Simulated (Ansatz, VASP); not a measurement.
## Two plane-wave programs on Tl

File INCAR:

```
SYSTEM = Tl
PREC = Accurate
ENCUT = 520
EDIFF = 1E-6
ISMEAR = -1
SIGMA = 0.1
LREAL = .FALSE.
LASPH = .TRUE.
NELM = 60
ALGO = Normal
ISIF = 2
LWAVE = .FALSE.
LCHARG = .TRUE.
GGA = RP
LELF = .TRUE.
LVHAR = .TRUE.
NBANDS = 12
```

File KPOINTS:

```
regular mesh
0
G
  12 12 12
  0 0 0
```

POSCAR

```
Tl
1.0
    0.0000000000      2.4521885905      2.4521885905
    2.4521885905      0.0000000000      2.4521885905
    2.4521885905      2.4521885905      0.0000000000
Tl
1
Direct
    0.0000000000      0.0000000000      0.0000000000
```

Input for Ansatz:

```yaml
crystal:
  lattice:
    - [0.0, 2.4521885905, 2.4521885905]
    - [2.4521885905, 0.0, 2.4521885905]
    - [2.4521885905, 2.4521885905, 0.0]
  atoms:
    - { symbol: Tl, position: [0.0, 0.0, 0.0] }
hamiltonian:
  xc: rpbe
  pseudopotentials:
    kind: paw
    azcp:
      Tl: "pseudopotentials/Tl.paw.azcp"
basis:
  ecutwfc: 420
  fft_grid_basis: typed
kpoints:
  mp_grid: { grid: [12, 12, 12], shift: [0, 0, 0] }
magnetization:
  spin_polarized: false
scf:
  occupations: { method: fermi_dirac, width: 0.1 }
  lower_state_search: "off"
output:
  stress: true
```

Alike in both runs: task single point; functional RPBE; k mesh 12 × 12 × 12; occupations fermi-dirac, width 0.1 eV; no spin polarisation.

|  | VASP | Ansatz |
| --- | --- | --- |
| version | VASP 6.6.1 | Ansatz 0.2.0 |
| potentials or method | VASP PAW PBE potentials, release 64 (Tl_d), cutoff 520 eV | plane waves (420 eV) with PAW, scalar-relativistic |
| valence electrons in the cell | 13 | 13 |

```csv
,VASP,Ansatz,Ansatz less VASP
pressure (GPa),3.6,3.6,+0.06
```

VASP's potentials were made for PBE, not for RPBE.

Neither program's run includes spin-orbit coupling.
